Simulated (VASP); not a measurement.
# Bi (P6/mmm) in VASP: further runs

The runs below take Bi through single point, with PBE.

All numbers are computed with VASP 6.6.1; they aren't measurements. Logs are shortened: lines on timing, memory, paths and dates and some standing lists are left out, and cuts for length are marked.

**1. The cell of the first run**

Symmetry: P6/mmm, No. 191, hexagonal system. Conventional cell: a = 2.551 Å, b = 2.551 Å, c = 2.398 Å, α = 90.00°, β = 90.00°, γ = 120.00°. Bi (site symmetry 6/mmm) has 8 Bi at 2.40 to 2.55 Å within 3.2 Å.

This isn't the form of Bi at room conditions, which is rhombohedral.

**2. Single point, PBE (13.51 Å³/atom)**

Contents of POSCAR:

```
Bi
1.0
    2.5510113425      0.0000000000      0.0000000000
   -1.2755056712      2.2092406280      0.0000000000
    0.0000000000      0.0000000000      2.3977756611
Bi
1
Direct
    0.0000000000      0.0000000000      0.0000000000
```

Contents of INCAR.step1:

```
PREC = Accurate ; ENCUT = 520
EDIFF = 1E-7 ; ISMEAR = -1
SIGMA = 0.1 ; LREAL = False
LASPH = True ; NELM = 80
ALGO = Normal ; ISIF = 2
LWAVE = False ; LCHARG = True
GGA = PE ; NBANDS = 14
```

Contents of KPOINTS.step1:

```
regular mesh
0
Gamma
  14 14 13
```

Contents of INCAR.step2:

```
PREC = Accurate ; ENCUT = 520
EDIFF = 1E-7 ; ISMEAR = -5
SIGMA = 0.1 ; LREAL = False
LASPH = True ; NELM = 80
ALGO = Normal ; ISIF = 2
LWAVE = False ; LCHARG = False
GGA = PE ; LORBIT = 11
NEDOS = 1001 ; ICHARG = 11
```

Contents of KPOINTS.step2:

```
regular mesh
0
Gamma
  21 21 20
```

Potentials or basis: VASP PAW PBE potentials, release 64 (Bi_d).

Launch:

```sh
> cat potpaw_PBE.64/Bi_d/POTCAR > POTCAR
> cp INCAR.step1 INCAR
> cp KPOINTS.step1 KPOINTS
> mpirun -np 1 vasp_std > vasp.out
> cp INCAR.step2 INCAR
> cp KPOINTS.step2 KPOINTS
> mpirun -np 1 vasp_std > vasp.out
```

OUTCAR:

```text
PREC = Accurate
   ENCUT = 520
   EDIFF = 1E-7
   ISMEAR = -5
   LREAL = False
   LASPH = True
   NELM = 80
   ISIF = 2
   GGA = PE
   LORBIT = 11
   ICHARG = 11

 ion  position               nearest neighbor table
   1  0.000  0.000  0.000-

  LATTYP: Found a hexagonal cell.
 ALAT       =     2.5510113425
 C/A-ratio  =     0.9399313994

  Lattice vectors:

 A1 = (   2.5510113425,   0.0000000000,   0.0000000000)
 A2 = (  -1.2755056712,   2.2092406280,   0.0000000000)
 A3 = (   0.0000000000,   0.0000000000,   2.3977756611)

Analysis of symmetry for initial positions (statically):
=====================================================================
 Subroutine PRICEL returns:
 Original cell was already a primitive cell.

 Routine SETGRP: Setting up the symmetry group for a
 hexagonal supercell.

 Subroutine GETGRP returns: Found 24 space group operations
 (whereof 24 operations were pure point group operations)
 out of a pool of 24 trial point group operations.

The static configuration has the point symmetry D_6h.

Analysis of symmetry for dynamics (positions and initial velocities):
=====================================================================
 Subroutine PRICEL returns:
 Original cell was already a primitive cell.

 Routine SETGRP: Setting up the symmetry group for a
 hexagonal supercell.

 Subroutine GETGRP returns: Found 24 space group operations
 (whereof 24 operations were pure point group operations)
 out of a pool of 24 trial point group operations.

The dynamic configuration has the point symmetry D_6h.

 Subroutine INISYM returns: Found 24 space group operations
 (whereof 24 operations are pure point group operations),
 and found     1 'primitive' translations

----------------------------------------------------------------------------------------

                                     Primitive cell

  volume of cell :      13.5134

  direct lattice vectors                    reciprocal lattice vectors
     2.551011342  0.000000000  0.000000000     0.392001393  0.226322110  0.000000000
    -1.275505671  2.209240628  0.000000000     0.000000000  0.452644220  0.000000000
     0.000000000  0.000000000  2.397775661     0.000000000  0.000000000  0.417053195

  length of vectors
     2.551011342  2.551011343  2.397775661     0.452644220  0.452644220  0.417053195

  position of ions in fractional coordinates (direct lattice)
     0.000000000  0.000000000  0.000000000

  ion indices of the primitive-cell ions
   primitive index   ion index
                 1           1

----------------------------------------------------------------------------------------

 KPOINTS: regular mesh

Automatic generation of k-mesh.
 Grid dimensions read from file:
 generate k-points for:   21   21   20

 Generating k-lattice:

  Cartesian coordinates                     Fractional coordinates (reciprocal lattice)
     0.018666733  0.010777243  0.000000000     0.047619048  0.000000000  0.000000000
     0.000000000  0.021554487  0.000000000     0.000000000  0.047619048  0.000000000
     0.000000000  0.000000000  0.020852660     0.000000000  0.000000000  0.050000000

  Length of vectors
     0.021554487  0.021554487  0.020852660

  Shift w.r.t. Gamma in fractional coordinates (k-lattice)
     0.000000000  0.000000000  0.000000000

 TETIRR: Found   8960 inequivalent tetrahedra from    52920

 Subroutine IBZKPT returns following result:
 ===========================================

 Found    528 irreducible k-points:

 Following reciprocal coordinates:
            Coordinates               Weight
  0.000000  0.000000  0.000000      1.000000
  0.047619  0.000000  0.000000      6.000000
  0.095238  0.000000  0.000000      6.000000
  0.142857  0.000000  0.000000      6.000000
  0.190476  0.000000  0.000000      6.000000
  0.238095  0.000000  0.000000      6.000000
[... 16 lines left out ...]
  0.142857  0.095238  0.000000     12.000000
  0.190476  0.095238  0.000000     12.000000
 [... further k-points ...]
   k-points           NKPTS =    528   k-points in BZ     NKDIM =    528   number of bands    NBANDS=     11
   number of dos      NEDOS =   1001   number of ions     NIONS =      1
   total plane-waves  NPLWV =   7200
   dimension x,y,z NGX =    20 NGY =   20 NGZ =   18
   dimension x,y,z NGXF=    40 NGYF=   40 NGZF=   36
   ions per type =               1
   NGX,Y,Z   is equivalent  to a cutoff of  13.03, 13.03, 12.48 a.u.
   NGXF,Y,Z  is equivalent  to a cutoff of  26.07, 26.07, 24.96 a.u.
 SYSTEM =  unknown system
   PREC   = accura    normal or accurate (medium, high low for compatibility)
   ISTART =      0    job   : 0-new  1-cont  2-samecut
   ICHARG =     11    charge: 1-file 2-atom 10-const
   ISPIN  =      1    spin polarized calculation?
   LNONCOLLINEAR =      F non collinear calculations
   LSORBIT =      F    spin-orbit coupling
   LASPH  =      T    aspherical Exc in radial PAW
   ENCUT  =  520.0 eV  38.22 Ry    6.18 a.u.   4.74  4.74  4.46*2*pi/ulx,y,z
   NELM   =     80;   NELMIN=  2; NELMDL=  0     # of ELM steps
   EDIFF  = 0.1E-06   stopping-criterion for ELM
   LREAL  =      F    real-space projection
   EDIFFG = 0.1E-05   stopping-criterion for IOM
   NSW    =      0    number of steps for IOM
   IBRION =     -1    ionic relax: 0-MD 1-quasi-New 2-CG
   NFREE  =      0    steps in history (QN), initial steepest desc. (CG)
   ISIF   =      2    stress and relaxation
   ISYM   =      2    0-nonsym 1-usesym 2-fastsym
   POTIM  = 0.5000    time-step for ionic-motion
   TEBEG  =    0.0;   TEEND  =   0.0 temperature during run
   PSTRESS=    0.0 pullay stress
   NELECT =      15.0000    total number of electrons
   NUPDOWN=      -1.0000    fix difference up-down
   EMIN   =  10.00;   EMAX   =-10.00  energy-range for DOS
   EFERMI =   0.00;   METHOD = LEGACY
   ISMEAR =    -5;   SIGMA  =   0.10  broadening in eV -4-tet -1-fermi 0-gaus
   EFERMI_NEDOS =   21; number of points for ismear=-14 and -15
   IALGO  =     38    algorithm
   IMIX   =      4    mixing-type and parameters
     AMIX     =   0.40;   BMIX     =  1.00
     AMIX_MAG =   1.60;   BMIX_MAG =  1.00
  volume/ion in A,a.u.               =      13.51        91.19
  Fermi-wavevector in a.u.,A,eV,Ry     =   1.695056  3.203190 39.092440  2.873213
  Thomas-Fermi vector in A             =   2.776169
   LORBIT       =     11    0 simple, 1 ext, 2 COOP (PROOUT), +10 PAW based schemes
   GGA     = PE    functional components
   LHFCALC =     F    Hartree Fock is set to
   AEXX    =    0.0000 exact exchange contribution
   IVDW    =     0    specifies the selected vdW correction
   LEPSILON=     F    determine dielectric tensor
   LRPA    =     F    only Hartree local field effects (RPA)
 non-spin polarized calculation
 Fermi weights with tetrahedron method with Bloechl corrections
  energy-cutoff  :      520.00
  volume of cell :       13.51
 maximum number of plane-waves:       393
 NGX is ok and might be reduce to    20

 number of electron      15.0000000 magnetization

 Free energy of the ion-electron system (eV)
  ---------------------------------------------------
  ext. energy  EPLUGINS =         0.00000000
  ---------------------------------------------------
  free energy    TOTEN  =         6.21669704 eV

  energy without entropy =        6.21669704  energy(sigma->0) =        6.21669704

 E-fermi :  24.7638     XC(G=0): -14.9095

 val. band max:       24.9875666869   @ k =   0.2857   0.1429   0.2500
 cond. band min:      24.4393737674   @ k =   0.2857   0.1905   0.3000
 fundamental gap:     -0.5481929195
 Fermi energy:        24.7638045431

 k-point     1 :       0.0000    0.0000    0.0000
  band No.  band energies     occupation
      1      -4.1135      2.00000
      2      -2.1641      2.00000
      3      -2.1641      2.00000
      4      -0.2322      2.00000
      5      -0.2322      2.00000
      6       0.0842      2.00000
      7      28.4072      0.00000
      8      30.0636      0.00000
      9      33.1548      0.00000
     10      33.1548      0.00000
     11      36.3040      0.00000

 k-point     2 :       0.0476    0.0000    0.0000
  band No.  band energies     occupation
      1      -4.0931      2.00000
      2      -2.1816      2.00000
      3      -2.1226      2.00000
      4      -0.2561      2.00000
      5      -0.2373      2.00000
      6       0.1721      2.00000
      7      28.5325      0.00000
      8      30.0599      0.00000
      9      32.4577      0.00000
     10      32.8698      0.00000
     11      36.3693      0.00000

 k-point     3 :       0.0952    0.0000    0.0000
  band No.  band energies     occupation
      1      -4.0363      2.00000
      2      -2.2352      2.00000
      3      -2.0004      2.00000
      4      -0.3254      2.00000
      5      -0.2523      2.00000
      6       0.4429      2.00000
      7      28.9038      0.00000
      8      29.6417      0.00000
      9      31.3304      0.00000
     10      32.1263      0.00000
     11      36.3121      0.00000

 k-point     4 :       0.1429    0.0000    0.0000
  band No.  band energies     occupation
      1      -3.9544      2.00000
      2      -2.3241      2.00000
      3      -1.8054      2.00000
      4      -0.4325      2.00000
      5      -0.2757      2.00000
      6       0.9111      2.00000
      7      27.9155      0.00000
      8      29.5066      0.00000
      9      31.1257      0.00000
     10      31.2180      0.00000
     11      36.0478      0.00000
[... 239 lines left out ...]
 k-point    22 :       0.0952    0.0952    0.0000
  band No.  band energies     occupation
      1      -3.9074      2.00000
      2      -2.3349      2.00000
      3      -1.7501      2.00000
      4      -0.4862      2.00000
      5      -0.2952      2.00000
      6       1.2107      2.00000
      7      27.8035      0.00000
      8      28.4051      0.00000
      9      29.8618      0.00000
     10      32.9391      0.00000
     11      35.7319      0.00000

 k-point    23 :       0.1429    0.0952    0.0000
  band No.  band energies     occupation
      1      -3.8167      2.00000
      2      -2.4145      2.00000
      3      -1.5575      2.00000
      4      -0.6063      2.00000
      5      -0.3305      2.00000
      6       1.9100      2.00000
      7      25.6399      0.14202
      8      27.4441      0.00000
      9      30.6629      0.00000
     10      33.5175      0.00000
     11      35.3097      0.00000

 k-point    24 :       0.1905    0.0952    0.0000
  band No.  band energies     occupation
      1      -3.7264      2.00000
      2      -2.5104      2.00000
      3      -1.3215      2.00000
      4      -0.7383      2.00000
      5      -0.3706      2.00000
      6       2.8187      2.00000
      7      23.3018      2.09447
      8      26.5517     -0.01873
      9      31.6399      0.00000
     10      33.8421      0.00000
     11      35.0694      0.00000

 [... further k-points ...]

------------------------ aborting loop because EDIFF is reached ----------------------------------------

  FORCE on cell =-STRESS in cart. coord.  units (eV):
  Direction    XX          YY          ZZ          XY          YZ          ZX
  --------------------------------------------------------------------------------------
  -------------------------------------------------------------------------------------
  Total       31.6612054     31.6612054     31.8674977      0.0000000      0.0000000      0.0000000
  in kB     3753.8254008   3753.8254010   3778.2838915      0.0000001      0.0000000      0.0000000
  external PRESSURE =    3761.9782311 kB  Pullay stress =       0.0000000 kB

 VOLUME and BASIS-vectors are now :
 -----------------------------------------------------------------------------
  energy-cutoff  :      520.00
  volume of cell :       13.51
      direct lattice vectors                 reciprocal lattice vectors
     2.551011342  0.000000000  0.000000000     0.392001393  0.226322110  0.000000000
    -1.275505671  2.209240628  0.000000000     0.000000000  0.452644220  0.000000000
     0.000000000  0.000000000  2.397775661     0.000000000  0.000000000  0.417053195

 POSITION                                       TOTAL-FORCE (eV/Angst)
 -----------------------------------------------------------------------------------
      0.00000      0.00000      0.00000        -0.000000      0.000000      0.000000
 -----------------------------------------------------------------------------------
    total drift:                                0.000000      0.000000      0.000000

  FREE ENERGIE OF THE ION-ELECTRON SYSTEM (eV)
  ---------------------------------------------------
  free  energy   TOTEN  =         6.2166970428 eV

  energy  without entropy=        6.2166970428  energy(sigma->0) =        6.21669704

 total charge

# of ion       s       p       d       tot
------------------------------------------
    1        1.631   2.287  10.350  14.269
```

Wall time 90 s (1 thread of Intel Xeon 8259CL, shared host); peak memory 0.2 GiB.

What came out:

```
Valence electrons inside the program's atomic spheres : Bi 14.27
```

Levels at points of the mesh, in eV from the Fermi level:
| k point | band 4 | band 5 | band 6 | band 7 | band 8 | band 9 | band 10 | band 11 |
| --- | --- | --- | --- | --- | --- | --- | --- | --- |
| (0.00, 0.00, 0.00) | -25.00 | -25.00 | -24.68 | 3.64 | 5.30 | 8.39 | 8.39 | 11.54 |
| (0.00, 0.00, 0.50) | -26.17 | -26.17 | -15.82 | -14.30 | 8.16 | 9.93 | 12.08 | 12.08 |

Caveat: spin-orbit coupling is left out, which moves the levels of the heavy elements; tetrahedron occupations give inexact forces and stress in metals.

**3. Single point, PBE**

This run uses another cell than the first one, of 33.78 Å³/atom.

Contents of POSCAR:

```
Bi
1.0
    3.4473772076      0.0000000000      0.0000000000
   -1.7236886038      2.9855162382      0.0000000000
    0.0000000000      0.0000000000      3.2824318917
Bi
1
Direct
    0.0000000000      0.0000000000      0.0000000000
```

Contents of INCAR.step1:

```
ALGO = Normal ; EDIFF = 1E-6
ENCUT = 520 ; GGA = PE
ISIF = 2 ; ISMEAR = -1
LASPH = True ; LCHARG = True
LREAL = False ; LWAVE = False
NBANDS = 14 ; NELM = 100
PREC = Accurate ; SIGMA = 0.1
```

Contents of KPOINTS.step1:

```
k-points
0
Gamma
  14 14 13
```

Contents of INCAR.step2:

```
ALGO = Normal ; EDIFF = 1E-6
ENCUT = 520 ; GGA = PE
ICHARG = 11 ; ISIF = 2
ISMEAR = -5 ; LASPH = True
LCHARG = False ; LORBIT = 11
LREAL = False ; LWAVE = False
NBANDS = 14 ; NEDOS = 2001
NELM = 100 ; PREC = Accurate
SIGMA = 0.1
```

Contents of KPOINTS.step2:

```
k-points
0
Gamma
  21 21 20
```

Potentials or basis: VASP PAW PBE potentials, release 64 (Bi_d).

Launch:

```sh
> cat potpaw_PBE.64/Bi_d/POTCAR > POTCAR
> cp INCAR.step1 INCAR
> cp KPOINTS.step1 KPOINTS
> mpirun -np 1 vasp_std > vasp.out
> cp INCAR.step2 INCAR
> cp KPOINTS.step2 KPOINTS
> mpirun -np 1 vasp_std > vasp.out
```

Run time: 4.9 min. Hardware: 1 thread of Intel Xeon 8259CL, shared host; peak memory 0.33 GiB.

Results (log left out):

| Quantity | Value |
| --- | --- |
| Valence electrons inside the program's atomic spheres | Bi 12.74 |

Levels at points of the mesh, in eV from the Fermi level:
```csv
k point,band 4,band 5,band 6,band 7,band 8,band 9,band 10,band 11
"(0.00, 0.00, 0.00)",-22.77,-22.77,-13.16,2.82,4.20,4.20,6.61,8.37
"(0.00, 0.00, 0.50)",-22.84,-22.80,-11.38,-5.03,6.01,6.01,10.35,11.12
```

Caveat: spin-orbit coupling is left out, which moves the levels of the heavy elements; tetrahedron occupations give inexact forces and stress in metals.
